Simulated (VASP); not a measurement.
Si: single point with PBE

Crystal: Si.

```
Si
1.0
     3.78658    0.00000    0.00000
    -1.89329    3.27928    0.00000
     0.00000    0.00000    6.58335
Si
4
Cartesian
  0.0000 2.1862 0.4143
  1.8933 1.0931 3.7060
  0.0000 2.1862 2.8774
  1.8933 1.0931 6.1690
```

This isn't the form of Si at room conditions, which is diamond.

This cell differs from its parent crystal: c/a of the conventional cell at fixed volume 1.7386.

```json
{"Program": "VASP 6.6.1", "Task": "single point", "Functional": "PBE", "Potentials or basis": "VASP PAW PBE potentials, release 64 (Si)", "Cutoff": "520 eV", "k mesh": "12 × 12 × 6", "Occupations": "gaussian, width 0.05 eV", "Spin": "no spin polarisation"}
```

| Property | Result |
| --- | --- |
| Pressure | 0.2 GPa |
| Largest force | 0.426 eV/Å |
| Band gap on the k mesh | 0.60 eV (least direct gap 1.44 eV) |

Forces on the atoms (eV/Å):
```
Si   0.000  0.000  0.426
Si   0.000  0.000  0.426
Si   0.000  0.000 -0.426
Si   0.000  0.000 -0.426
```

Stress tensor (GPa, compression positive):
```
 3.62  0.00  0.00
 0.00  3.62  0.00
 0.00  0.00 -6.54
```

Levels at points of the mesh, in eV from the valence-band top:
```tsv
k point	band 5	band 6	band 7	band 8	band 9	band 10	band 11	band 12
(0.00, 0.00, 0.00)	-1.24	-0.44	0.00	0.00	1.44	1.53	2.29	2.29
(0.50, 0.00, 0.00)	-4.50	-2.84	-2.83	-1.50	0.65	2.25	2.88	3.37
(0.00, 0.00, 0.50)	-0.74	-0.74	-0.74	-0.74	2.16	2.16	3.13	3.13
(0.50, 0.00, 0.50)	-2.55	-2.55	-2.29	-2.29	0.83	0.83	1.59	1.59
```

It took 70 s on 1 thread of Intel(R) Xeon(R) Platinum 8259CL CPU @ 2.50GHz (Skylake/Cascade Lake), with other jobs on the host, peak memory 0.22 GiB.

Caveat: the stress differs along the axes, from -7 to 4 GPa. A k mesh can miss the band edges.
